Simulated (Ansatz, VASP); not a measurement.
Two plane-wave programs on PbS

```
Pb S
1.0
     0.00000    2.96500    2.96500
     2.96500    0.00000    2.96500
     2.96500    2.96500    0.00000
Pb S
1 1
Direct
  0.00000 0.00000 0.00000
  0.50730 0.50730 0.50730
```

Change from the starting cell: all S atoms moved +0.075 Å, as atom 2 along Cartesian [1 1 1].

Alike in both runs: task single point; functional PBE; k mesh 10 × 10 × 10; occupations gaussian, width 0.03 eV; no spin polarisation.

```csv
,VASP,Ansatz
version,VASP 6.6.1,Ansatz 0.2.0
potentials or method,"VASP PAW PBE potentials, release 64 (Pb_d, S), cutoff 520 eV","scalar-relativistic, plane waves, PAW"
valence electrons in the cell,20,20
```

Ansatz gave:

```
gap on the k mesh at the Fermi level (eV) : 0.38
least direct gap on the mesh (eV)         : 0.38
pressure (GPa)                            : 2.4
rms of the force components (eV/Å)        : 0.027
```

**Question.** Estimate VASP's values.

**Answer.** gap on the k mesh at the Fermi level (eV): 0.39; least direct gap on the mesh (eV): 0.39; pressure (GPa): 2.3; rms of the force components (eV/Å): 0.027.

Atom by atom the forces differ by 0.001 eV/Å (rms over components).

Spin-orbit coupling is off throughout.
